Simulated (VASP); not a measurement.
Si7Ge: single point with PBEsol

Crystal: Si7Ge.

```xyz
8
Lattice="5.1862 0.0000 0.0000 0.0000 5.1862 0.0000 0.0000 0.0000 5.1862" Properties=species:S:1:pos:R:3 pbc="T T T"
Si    1.3100    1.3100    1.3100
Si    0.0000    2.5931    2.5931
Si    2.5931    2.5931    0.0000
Si    2.5931    0.0000    2.5931
Si    3.8762    1.3100    3.8762
Si    3.8762    3.8762    1.3100
Si    1.3100    3.8762    3.8762
Ge    0.0000    0.0000    0.0000
```

This cell differs from its parent crystal: strain -0.050 along x and y, -0.050 along z.

```json
{
 "Program": "VASP 6.6.1",
 "Task": "single point",
 "Functional": "PBEsol",
 "Potentials or basis": "VASP PAW PBE potentials, release 64 (Si, Ge_d)",
 "Cutoff": "520 eV",
 "k mesh": "6 × 6 × 6",
 "Occupations": "gaussian, width 0.03 eV",
 "Spin": "no spin polarisation"
}
```

```
Pressure               : 19.4 GPa
Largest force          : 0.012 eV/Å
Band gap on the k mesh : zero (filled and empty bands touch)
```

Forces in eV/Å, atoms in the order of the input:
```
Si  -0.007 -0.007 -0.007
Si   0.000  0.000  0.000
Si   0.000  0.000  0.000
Si   0.000  0.000  0.000
Si   0.007 -0.007  0.007
Si   0.007  0.007 -0.007
Si  -0.007  0.007  0.007
Ge   0.000  0.000  0.000
```

Levels at points of the mesh, in eV from the Fermi level:
| k point | band 18 | band 19 | band 20 | band 21 | band 22 | band 23 | band 24 | band 25 |
| --- | --- | --- | --- | --- | --- | --- | --- | --- |
| (0.00, 0.00, 0.00) | -3.31 | -0.07 | -0.01 | -0.01 | -0.01 | 0.39 | 0.39 | 0.39 |
| (0.50, 0.00, 0.00) | -2.27 | -2.27 | -2.16 | -2.16 | 0.78 | 0.97 | 2.93 | 2.96 |
| (0.50, 0.50, 0.00) | -1.65 | -1.51 | -1.47 | -1.47 | 2.29 | 2.29 | 2.47 | 2.56 |
| (0.50, 0.50, 0.50) | -1.41 | -1.23 | -1.23 | -1.23 | 1.50 | 2.00 | 2.00 | 2.00 |

Run time: 110 s on 1 thread of AMD EPYC 7R13, with other jobs on the host, peak memory 0.24 GiB.

Caveat: the cell differs from its parent crystal (strain -0.050 along x and y, -0.050 along z); the cell stands under pressure; semilocal functionals underestimate gaps, and a narrow one can read as zero; the PAW data sets were made with another functional, which shifts forces and pressure a little.
